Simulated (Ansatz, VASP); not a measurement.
# SnTe: VASP beside Ansatz

INCAR

```
PREC = Accurate ; ENCUT = 520
EDIFF = 1E-6 ; ISMEAR = 0
SIGMA = 0.2 ; LREAL = False
LASPH = True ; NELM = 80
ALGO = Normal ; ISIF = 2
LWAVE = False ; LCHARG = False
GGA = PE ; NBANDS = 50
```

KPOINTS

```
Automatic mesh
0
Gamma
  6 4 4
```

File POSCAR:

```
SnTe
1.0
    4.4440256204      0.0000000000      0.0000000000
    0.0000000000      7.6972781647      0.0000000000
    0.0000000000      0.0000000000      7.8577987000
Sn Te
4 4
Direct
    0.0000000000      0.0000000000      0.0000000000
    0.5000000000      0.5000000000      0.0000000000
    0.0000000000      0.0000000000      0.5000000000
    0.5000000000      0.5000000000      0.5000000000
    0.0000000000      0.3333333333      0.2500000000
    0.5000000000      0.8333333333      0.2500000000
    0.5000000000      0.1666666667      0.7500000000
    0.0000000000      0.6666666667      0.7500000000
```

Input for Ansatz:

```yaml
crystal:
  lattice:
    - [4.4440256204, 0.0, 0.0]
    - [0.0, 7.6972781647, 0.0]
    - [0.0, 0.0, 7.8577987]
  atoms:
    - { symbol: Sn, position: [0.0, 0.0, 0.0] }
    - { symbol: Sn, position: [0.5, 0.5, 0.0] }
    - { symbol: Sn, position: [0.0, 0.0, 0.5] }
    - { symbol: Sn, position: [0.5, 0.5, 0.5] }
    - { symbol: Te, position: [0.0, 0.3333333333, 0.25] }
    - { symbol: Te, position: [0.5, 0.8333333333, 0.25] }
    - { symbol: Te, position: [0.5, 0.1666666667, 0.75] }
    - { symbol: Te, position: [0.0, 0.6666666667, 0.75] }
basis:
  ecutwfc: 420
kpoints:
  mp_grid: { grid: [6, 4, 4] }
hamiltonian:
  xc: pbe
scf:
  occupations: { method: gaussian, width: 0.2 }
  lower_state_search: "off"
output:
  forces: true
  stress: true
  eigenvalues: true
```

Alike in both runs: task single point; functional PBE; k mesh 6 × 4 × 4; occupations gaussian, width 0.2 eV; no spin polarisation.

```csv
,VASP,Ansatz
version,VASP 6.6.1,Ansatz 0.2.0
potentials or method,"VASP PAW PBE potentials, release 64 (Sn_d, Te), cutoff 520 eV","scalar-relativistic, plane waves, PAW"
valence electrons in the cell,80,120
```

|  | VASP | Ansatz | Ansatz less VASP |
| --- | --- | --- | --- |
| gap on the k mesh at the Fermi level (eV) | none | none | - |
| pressure (GPa) | -0.2 | -0.1 | +0.04 |
| traceless stress, the component that is largest in VASP (GPa) | -0.05 | -0.05 | +0.002 |
| rms of the force components (eV/Å) | 0.004 | 0.004 | 0.0000 |

Atom by atom the forces differ by 0.000 eV/Å (rms over components). A gap of «none» marks a metal or a gap that the smearing closes. The functional is the same, so the differences come from potentials, cutoffs and numerics. VASP's potentials hold 80 valence electrons a cell and Ansatz's 120, so a difference there can come from the potentials and not from the codes.

Neither program's run includes spin-orbit coupling.
